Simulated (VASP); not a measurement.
# CaAl2Si6O16 (P1) in VASP: settings compared

CaAl2Si6O16 is run at these levels: PBEsol, PBE; tasks: electric field gradients.

Everything below comes from runs of VASP 6.6.1. Logs are shortened: lines on timing, memory, paths and dates and some standing lists are left out, and cuts for length are marked.

### Step 1. The cell of the first run

The typed cell holds 25 atoms: a = 4.987 Å, b = 8.586 Å, c = 8.808 Å, α = 89.24°, β = 89.24°, γ = 88.27°.

### Step 2. Electric field gradients, PBEsol

INCAR reads:

```
SYSTEM = CaAl2Si6O16
PREC     = Accurate       ! precision mode
ENCUT    = 520            ! plane-wave cutoff, eV
EDIFF    = 1E-8           ! SCF threshold, eV
ISMEAR   = -1             ! smearing method
SIGMA    = 0.02           ! smearing width, eV
LREAL    = Auto         
LASPH    = .TRUE.         ! aspherical terms in the spheres
NELM     = 100            ! most SCF steps
ALGO     = Normal         ! electronic algorithm
ISIF     = 2              ! what is computed and relaxed
LWAVE    = .FALSE.        ! write WAVECAR
LCHARG   = .FALSE.        ! write CHGCAR
GGA      = PS             ! functional
LEFG     = .TRUE.       
NBANDS   = 86             ! bands
```

KPOINTS reads:

```
regular mesh
0
G
  5 3 3
  0 0 0
```

POSCAR reads:

```
CaAl2Si6O16
1.0
    4.9871966514      0.0000000000      0.0000000000
    0.2595624035      8.5822183559      0.0000000000
    0.1170193079      0.1126598214      8.8061190751
Ca Al Si O
1 2 6 16
Direct
    0.8321070000      0.9612530000      0.5079010000
    0.6080970000      0.6702480000      0.6841260000
    0.8519720000      0.8259890000      0.1848650000
    0.8990350000      0.1965730000      0.1758900000
    0.5954430000      0.3038290000      0.6639270000
    0.4143420000      0.3321320000      0.3360950000
    0.0993980000      0.1647590000      0.8277960000
    0.3640320000      0.6985360000      0.3572920000
    0.1141850000      0.8094740000      0.8428050000
    0.9856290000      0.8029550000      0.0087870000
    0.5016820000      0.7671390000      0.5115780000
    0.3354250000      0.2825960000      0.7768850000
    0.1573530000      0.2368430000      0.2800040000
    0.2241550000      0.9896390000      0.8072250000
    0.3256860000      0.5085690000      0.3790680000
    0.7983680000      0.0277620000      0.2344860000
    0.7039180000      0.4754230000      0.6605340000
    0.8439080000      0.1762780000      0.7068730000
    0.6561930000      0.3252660000      0.2091080000
    0.5197610000      0.2372860000      0.4926190000
    0.9838360000      0.2051500000      0.9963630000
    0.0661910000      0.7828800000      0.3432310000
    0.3587580000      0.6871640000      0.8200040000
    0.5521540000      0.7332630000      0.2126840000
    0.8833740000      0.7918520000      0.7117400000
```

Potentials or basis: VASP PAW PBE potentials, release 64 (Ca_sv, Al, Si, O).

Launch:

```sh
$ cat potpaw_PBE.64/Ca_sv/POTCAR potpaw_PBE.64/Al/POTCAR potpaw_PBE.64/Si/POTCAR potpaw_PBE.64/O/POTCAR > POTCAR
$ mpirun -np 1 vasp_std > vasp.out
```

OUTCAR:

```text
SYSTEM = CaAl2Si6O16
   PREC = Accurate
   ENCUT = 520
   EDIFF = 1E-8
   ISMEAR = -1
   LREAL = Auto
   LASPH = .TRUE.
   NELM = 100
   ISIF = 2
   GGA = PS

 ion  position               nearest neighbor table
   1  0.832  0.961  0.508-  25 2.31  11 2.38  22 2.39  16 2.47  18 2.56   3 3.09   2 3.15
   2  0.608  0.670  0.684-  23 1.72  17 1.74  25 1.77  11 1.80   9 3.04   8 3.14   1 3.15   5 3.16
                             9 3.17
   3  0.852  0.826  0.185-  10 1.69  24 1.73  22 1.80  16 1.80   8 3.07   1 3.09   8 3.15   4 3.20

   4  0.899  0.197  0.176-  16 1.62  21 1.63  13 1.64  19 1.64   6 3.00   3 3.20
   5  0.595  0.304  0.664-  17 1.58  12 1.64  20 1.67  18 1.67   6 3.04   7 3.11   7 3.11   2 3.16

   6  0.414  0.332  0.336-  15 1.61  13 1.63  19 1.63  20 1.67   4 3.00   5 3.04
   7  0.099  0.165  0.828-  14 1.62  21 1.62  12 1.63  18 1.67   9 3.05   5 3.11   5 3.11
   8  0.364  0.699  0.357-  24 1.60  22 1.64  11 1.65  15 1.66   3 3.07   2 3.14   3 3.15
   9  0.114  0.809  0.843-  10 1.59  23 1.60  25 1.65  14 1.68   2 3.04   7 3.05   2 3.17
  10  0.986  0.803  0.009-   9 1.59   3 1.69
  11  0.502  0.767  0.512-   8 1.65   2 1.80   1 2.38
  12  0.335  0.283  0.777-   7 1.63   5 1.64
  13  0.157  0.237  0.280-   6 1.63   4 1.64
  14  0.224  0.990  0.807-   7 1.62   9 1.68
  15  0.326  0.509  0.379-   6 1.61   8 1.66
  16  0.798  0.028  0.234-   4 1.62   3 1.80   1 2.47
  17  0.704  0.475  0.661-   5 1.58   2 1.74
  18  0.844  0.176  0.707-   7 1.67   5 1.67   1 2.56
  19  0.656  0.325  0.209-   6 1.63   4 1.64
  20  0.520  0.237  0.493-   5 1.67   6 1.67
  21  0.984  0.205  0.996-   7 1.62   4 1.63
  22  0.066  0.783  0.343-   8 1.64   3 1.80   1 2.39
  23  0.359  0.687  0.820-   9 1.60   2 1.72
  24  0.552  0.733  0.213-   8 1.60   3 1.73
  25  0.883  0.792  0.712-   9 1.65   2 1.77   1 2.31

  LATTYP: Found a triclinic cell.
 ALAT       =     4.9871966514
 B/A-ratio  =     1.7216370616
 C/A-ratio  =     1.7660456790
 COS(alpha) =     0.0131869799
 COS(beta)  =     0.0132861484
 COS(gamma) =     0.0302303859

  Lattice vectors:

 A1 = (   4.9871966514,   0.0000000000,   0.0000000000)
 A2 = (   0.2595624035,   8.5822183559,   0.0000000000)
 A3 = (   0.1170193079,   0.1126598214,   8.8061190751)

Analysis of symmetry for initial positions (statically):
=====================================================================
 Subroutine PRICEL returns:
 Original cell was already a primitive cell.

 Routine SETGRP: Setting up the symmetry group for a
 triclinic supercell.

 Subroutine GETGRP returns: Found  1 space group operations
 (whereof  1 operations were pure point group operations)
 out of a pool of  2 trial point group operations.

The static configuration has the point symmetry C_1 .

Analysis of symmetry for dynamics (positions and initial velocities):
=====================================================================
 Subroutine PRICEL returns:
 Original cell was already a primitive cell.

 Routine SETGRP: Setting up the symmetry group for a
 triclinic supercell.

 Subroutine GETGRP returns: Found  1 space group operations
 (whereof  1 operations were pure point group operations)
 out of a pool of  2 trial point group operations.

The dynamic configuration has the point symmetry C_1 .

 Subroutine INISYM returns: Found  1 space group operations
 (whereof  1 operations are pure point group operations),
 and found     1 'primitive' translations

----------------------------------------------------------------------------------------

                                     Primitive cell

  volume of cell :     376.9126

  direct lattice vectors                    reciprocal lattice vectors
     4.987196651  0.000000000  0.000000000     0.200513449 -0.006064371 -0.002586921
     0.259562403  8.582218356  0.000000000     0.000000000  0.116519990 -0.001490682
     0.117019308  0.112659821  8.806119075     0.000000000  0.000000000  0.113557402

  length of vectors
     4.987196651  8.586142588  8.807617097     0.200621813  0.116529525  0.113557402

  position of ions in fractional coordinates (direct lattice)
     0.832107000  0.961253000  0.507901000
[... 114 lines left out ...]
   ISTART =      0    job   : 0-new  1-cont  2-samecut
   ICHARG =      2    charge: 1-file 2-atom 10-const
   ISPIN  =      1    spin polarized calculation?
   LNONCOLLINEAR =      F non collinear calculations
   LSORBIT =      F    spin-orbit coupling
   LASPH  =      T    aspherical Exc in radial PAW
   ENCUT  =  520.0 eV  38.22 Ry    6.18 a.u.   9.27 15.96 16.38*2*pi/ulx,y,z
   NELM   =    100;   NELMIN=  2; NELMDL= -5     # of ELM steps
   EDIFF  = 0.1E-07   stopping-criterion for ELM
   LREAL  =      T    real-space projection
   EDIFFG = 0.1E-06   stopping-criterion for IOM
   NSW    =      0    number of steps for IOM
   IBRION =     -1    ionic relax: 0-MD 1-quasi-New 2-CG
   NFREE  =      0    steps in history (QN), initial steepest desc. (CG)
   ISIF   =      2    stress and relaxation
   ISYM   =      2    0-nonsym 1-usesym 2-fastsym
   POTIM  = 0.5000    time-step for ionic-motion
   TEBEG  =    0.0;   TEEND  =   0.0 temperature during run
   PSTRESS=    0.0 pullay stress
   NELECT =     136.0000    total number of electrons
   NUPDOWN=      -1.0000    fix difference up-down
   EMIN   =  10.00;   EMAX   =-10.00  energy-range for DOS
   EFERMI =   0.00;   METHOD = LEGACY
   ISMEAR =    -1;   SIGMA  =   0.02  broadening in eV -4-tet -1-fermi 0-gaus
   EFERMI_NEDOS =   21; number of points for ismear=-14 and -15
   IALGO  =     38    algorithm
   IMIX   =      4    mixing-type and parameters
     AMIX     =   0.40;   BMIX     =  1.00
     AMIX_MAG =   1.60;   BMIX_MAG =  1.00
  volume/ion in A,a.u.               =      15.08       101.74
  Fermi-wavevector in a.u.,A,eV,Ry     =   1.165487  2.202452 18.481623  1.358361
  Thomas-Fermi vector in A             =   2.302013
   LORBIT       =      0    0 simple, 1 ext, 2 COOP (PROOUT), +10 PAW based schemes
   GGA     = PS    functional components
   LHFCALC =     F    Hartree Fock is set to
   AEXX    =    0.0000 exact exchange contribution
   IVDW    =     0    specifies the selected vdW correction
   LEPSILON=     F    determine dielectric tensor
   LRPA    =     F    only Hartree local field effects (RPA)
 non-spin polarized calculation
  energy-cutoff  :      520.00
  volume of cell :      376.91
 maximum number of plane-waves:     10166
 NGX is ok and might be reduce to    40
   NGX = 19   NGY = 31   NGZ = 33

 number of electron     136.0000003 magnetization

 Free energy of the ion-electron system (eV)
  ---------------------------------------------------
  ext. energy  EPLUGINS =         0.00000000
  ---------------------------------------------------
  free energy    TOTEN  =      -200.63858759 eV

  energy without entropy =     -200.63858759  energy(sigma->0) =     -200.63858759

 E-fermi :   0.9352     XC(G=0):  -8.4854

 val. band max:        0.4408137647   @ k =   0.0000   0.3333   0.0000
 cond. band min:       4.9327460188   @ k =   0.0000   0.0000   0.0000
 fundamental gap:      4.4919322541
 Fermi energy:         0.9351787143

 k-point     1 :       0.0000    0.0000    0.0000
  band No.  band energies     occupation
      1     -38.1398      2.00000
      2     -19.5446      2.00000
      3     -19.4186      2.00000
      4     -19.3612      2.00000
      5     -19.2465      2.00000
      6     -18.8319      2.00000
[... 1898 lines left out ...]
     79       8.6284      0.00000
     80       8.9182      0.00000
 [bands above 80 left out]

------------------------ aborting loop because EDIFF is reached ----------------------------------------

  FORCE on cell =-STRESS in cart. coord.  units (eV):
  Direction    XX          YY          ZZ          XY          YZ          ZX
  --------------------------------------------------------------------------------------
  -------------------------------------------------------------------------------------
  Total       -4.8145540     -5.0391520     -5.0527149     -0.0020065     -0.0205220      0.0871019
  in kB      -20.4656732    -21.4203929    -21.4780459     -0.0085292     -0.0872346      0.3702524
  external PRESSURE =     -21.1213707 kB  Pullay stress =       0.0000000 kB

 VOLUME and BASIS-vectors are now :
 -----------------------------------------------------------------------------
  energy-cutoff  :      520.00
  volume of cell :      376.91
      direct lattice vectors                 reciprocal lattice vectors
     4.987196651  0.000000000  0.000000000     0.200513449 -0.006064371 -0.002586921
     0.259562403  8.582218356  0.000000000     0.000000000  0.116519990 -0.001490682
     0.117019308  0.112659821  8.806119075     0.000000000  0.000000000  0.113557402

 POSITION                                       TOTAL-FORCE (eV/Angst)
 -----------------------------------------------------------------------------------
      4.45882      8.30690      4.47264        -0.030649     -0.129001     -0.010942
      3.28673      5.82929      6.02450        -0.014847      0.031695     -0.043345
      4.48498      7.10964      1.62794        -0.000259      0.042395      0.058579
      4.55527      1.70685      1.54891         0.020726      0.001829      0.037262
      3.12615      2.68232      5.84662        -0.018738     -0.035242     -0.041339
      2.19194      2.88829      2.95969         0.041968     -0.006876      0.038299
[... 17 lines left out ...]
      2.96892      6.31698      1.87292         0.004289      0.059010      0.111254
      4.69438      6.87603      6.26767        -0.002095      0.017090     -0.034829
 -----------------------------------------------------------------------------------
    total drift:                                0.012264      0.010528      0.002868

  FREE ENERGIE OF THE ION-ELECTRON SYSTEM (eV)
  ---------------------------------------------------
  free  energy   TOTEN  =      -200.6385875864 eV

  energy  without entropy=     -200.6385875864  energy(sigma->0) =     -200.63858759

 Electric field gradients (V/A^2)
---------------------------------------------------------------------
 ion       V_xx      V_yy      V_zz      V_xy      V_xz      V_yz
---------------------------------------------------------------------
   1      39.837   -12.034   -27.803     5.025     1.514     8.652
   2      -2.573    -6.274     8.847    -0.179    17.896    -2.012
   3      -4.024    19.634   -15.609   -13.564    14.396    -3.432
   4       1.285    -8.084     6.799    -2.863     7.652     3.615
   5       5.179   -23.248    18.069   -19.809     7.601     0.487
   6      -3.926    -4.725     8.651     1.855     5.538   -10.994
[... 17 lines left out ...]
  24      19.554   -24.400     4.847    24.850   -40.038   -12.222
  25      17.123   -18.757     1.634    24.351    40.953    -4.565
---------------------------------------------------------------------

 Electric field gradients after diagonalization (V/A^2)
 (convention: |V_zz| > |V_xx| > |V_yy|)
----------------------------------------------------------------------
 ion       V_xx      V_yy      V_zz     asymmetry (V_yy - V_xx)/ V_zz
----------------------------------------------------------------------
   1     -31.630    -8.771    40.401       0.566
   2     -15.763    -6.265    22.028       0.431
   3     -25.898    -1.973    27.870       0.858
   4     -10.991    -1.275    12.266       0.792
   5      23.550    10.164   -33.714       0.397
   6     -13.084    -2.561    15.646       0.673
[... 17 lines left out ...]
  24     -37.275   -24.124    61.399       0.214
  25     -46.639    -8.040    54.679       0.706
----------------------------------------------------------------------

           NMR quadrupolar parameters

 Cq : quadrupolar parameter    Cq=e*Q*V_zz/h
 eta: asymmetry parameters     (V_yy - V_xx)/ V_zz
 Q  : nuclear electric quadrupole moment in mb (millibarn)
----------------------------------------------------------------------
 ion       Cq(MHz)       eta       Q (mb)
----------------------------------------------------------------------
   1       0.098       0.566       1.000
   2       0.053       0.431       1.000
   3       0.067       0.858       1.000
   4       0.030       0.792       1.000
   5      -0.082       0.397       1.000
   6       0.038       0.673       1.000
[... 17 lines left out ...]
  24       0.148       0.214       1.000
  25       0.132       0.706       1.000
----------------------------------------------------------------------
```

Wall time 19 min (1 thread of Intel Xeon Platinum 8375C at 2.90GHz (Ice Lake), shared host); peak memory 0.72 GiB.

Results:

```
Free energy            : -200.6386 eV
Pressure               : -2.1 GPa
Largest force          : 0.142 eV/Å
Band gap on the k mesh : 4.49 eV, indirect (the least direct gap lies 4.6 meV higher)
```

Forces in eV/Å, atoms in the order of the input:
```
Ca  -0.031 -0.129 -0.011
Al  -0.015  0.032 -0.043
Al   0.000  0.042  0.059
Si   0.021  0.002  0.037
Si  -0.019 -0.035 -0.041
Si   0.042 -0.007  0.038
Si  -0.009 -0.047 -0.034
Si   0.006  0.003  0.029
Si   0.013  0.044 -0.052
O   -0.015  0.024 -0.008
O    0.045 -0.037 -0.005
O    0.009 -0.088 -0.052
O    0.006  0.050 -0.020
O   -0.130  0.015  0.043
O    0.078 -0.004 -0.041
O    0.078  0.006  0.018
O   -0.096 -0.036 -0.016
O   -0.009  0.042  0.015
O    0.007 -0.114  0.085
O    0.021  0.088 -0.002
O    0.035 -0.047  0.014
O   -0.036  0.025 -0.019
O   -0.004  0.094 -0.071
O    0.004  0.059  0.111
O   -0.002  0.017 -0.035
```

Levels at points of the mesh, in eV from the valence-band top:
| k point | band 64 | band 65 | band 66 | band 67 | band 68 | band 69 | band 70 | band 71 | band 72 | band 73 |
| --- | --- | --- | --- | --- | --- | --- | --- | --- | --- | --- |
| (0.00, 0.00, 0.00) | -0.73 | -0.61 | -0.44 | -0.18 | 0.00 | 4.49 | 5.99 | 6.27 | 6.51 | 6.76 |

Electric field gradients, principal values (V/Å²):
```csv
atom,least,middle,greatest (by size)
1 Ca,-8.771,-31.630,40.401
2 Al,-6.265,-15.763,22.028
3 Al,-1.973,-25.898,27.870
4 Si,-1.275,-10.991,12.266
5 Si,10.164,23.550,-33.714
6 Si,-2.561,-13.084,15.646
7 Si,-5.693,-9.821,15.515
8 Si,3.081,18.950,-22.031
9 Si,-1.494,-33.431,34.925
10 O,-30.109,-39.135,69.244
11 O,-3.961,-48.188,52.149
12 O,-44.135,-51.165,95.300
13 O,-38.749,-55.125,93.874
14 O,-25.729,-51.335,77.064
15 O,-42.230,-50.882,93.112
16 O,-9.899,-51.757,61.655
17 O,-27.671,-38.319,65.991
18 O,-14.997,-64.538,79.535
19 O,-31.544,-56.612,88.156
20 O,-14.143,-63.422,77.565
21 O,-46.652,-54.787,101.438
22 O,-6.922,-51.489,58.411
23 O,-21.749,-37.942,59.690
24 O,-24.124,-37.275,61.399
25 O,-8.040,-46.639,54.679
```

Caveat: without QUAD_EFG the Cq values of the log hold for a quadrupole moment of 1 mb, not for the nuclei; the PAW data sets were made with another functional, which shifts forces and pressure a little.

(Continued in part 2 of 2.)
